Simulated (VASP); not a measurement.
# Pt3PbC: single point with PBE

Crystal: Pt3PbC.

```xyz
5
Lattice="4.3480 0.0000 0.0000 0.0000 4.3480 0.0000 0.0000 0.0000 4.3480" Properties=species:S:1:pos:R:3 pbc="T T T"
Pt    0.0000    2.1740    2.1740
Pt    2.1740    2.1740    0.0000
Pt    2.1740    0.0000    2.1740
Pb    0.0000    0.0000    0.0000
C     2.1740    2.1740    2.1740
```

```yaml
Program: VASP 6.6.1
Task: single point
Functional: PBE
Potentials_or_basis: VASP PAW PBE potentials, release 64 (Pt, Pb_d, C)
Cutoff: 520 eV
k_mesh: 5 × 5 × 5
Occupations: fermi-dirac, width 0.1 eV
Spin: no spin polarisation
Dipole_correction: no
Further_INCAR_settings: ALGO = Normal; EDIFF = 1e-06; NBANDS = 32
```

```json
{
  "Pressure": "-0.9 GPa",
  "Band gap on the k mesh": "zero (band 24 reaches 9.26 eV, above the bottom of band 25 at 8.88 eV)"
}
```

Levels at points of the mesh, in eV from the Fermi level:
| k point | band 21 | band 22 | band 23 | band 24 | band 25 | band 26 | band 27 | band 28 |
| --- | --- | --- | --- | --- | --- | --- | --- | --- |
| (0.00, 0.00, 0.00) | -0.60 | -0.60 | -0.60 | -0.57 | 0.11 | 1.31 | 1.31 | 1.31 |

Wall time 16 s on 1 thread of AMD EPYC 9R14 (Zen 4), on a shared host, peak memory 0.16 GiB.

Caveat: spin-orbit coupling is left out, which moves the levels of the heavy elements.
